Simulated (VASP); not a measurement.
A run of VASP 6.6.1:

Contents of INCAR:

```
SYSTEM = In
ALGO = Normal ; EDIFF = 1E-6
ENCUT = 520 ; GGA = PE
ISIF = 2 ; ISMEAR = 0
LASPH = .TRUE. ; LCHARG = .FALSE.
LREAL = .FALSE. ; LWAVE = .FALSE.
NBANDS = 12 ; NELM = 100
PREC = Accurate ; SIGMA = 0.1
```

Contents of KPOINTS:

```
k-points
0
G
  14 14 14
  0 0 0
```

File POSCAR:

```
In
1.0
   -1.8501269806      1.8463995806      1.8501269806
    1.9254279902     -1.8463995806      1.9254279902
    1.8501269806      1.8463995806     -1.8501269806
In
1
Direct
    0.0000000000      0.0000000000      0.0000000000
```

Potentials or basis: VASP PAW PBE potentials, release 64 (In_d).

Launch:

```console
$ cat potpaw_PBE.64/In_d/POTCAR > POTCAR
$ mpirun -np 1 vasp_std > vasp.out
```

Hardware: 1 thread of Intel(R) Xeon(R) Platinum 8488C (Sapphire Rapids), on a shared host.

**Question.** How long does it take, and how much memory?

**Answer.** It took 38 s on 1 thread of Intel(R) Xeon(R) Platinum 8488C (Sapphire Rapids) (shared host), peak memory 0.24 GiB. Counts: scf iterations 10, k points 428.
